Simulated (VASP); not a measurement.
Runs of VASP 6.6.1 on SrTiO3. The structure is that of space group Pm-3m (No. 221), or close to it. The cells are those of the table. 

```csv
task,level,spin,cell,cutoff (eV),smearing,gap on the mesh (eV),pressure (GPa),relaxed volume (Å³/atom)
single point,r2SCAN,off,"a = 3.907 Å, 5 atoms",520,fermi-dirac 0.02 eV,(b),0.9,-
single point,PBE,"non-collinear, zero start, SOC","a = 3.907 Å, 5 atoms",520,gaussian 0.01 eV,-,4.7,-
single point,PBE,off,"a = 3.936 Å, 5 atoms",520,fermi-dirac 0.02 eV,1.81,0.7,-
relaxation of cell and atoms,PBE,off,"relaxed from a = 4.336 Å, 5 atoms",600,fermi-dirac 0.02 eV,1.81,0.0,12.23
relaxation of cell and atoms,r2SCAN,off,"relaxed from a = 3.936 Å, 5 atoms",600,fermi-dirac 0.02 eV,(a),0.0,11.97
```

Alike in all rows: potentials or basis VASP PAW PBE potentials, release 64 (Sr_sv, Ti_sv, O); k mesh 6 × 6 × 6.

Q: Fill in the values left out.

A: (a) 2.26; (b) 2.27.

Caveats: the PAW data sets were made with another functional, which shifts forces and pressure a little (some runs); the volume moved by over 15 % at a fixed basis, so the end points are rough (some runs).

A k mesh can miss the band edges, and rows without SOC leave out spin-orbit coupling on Sr.
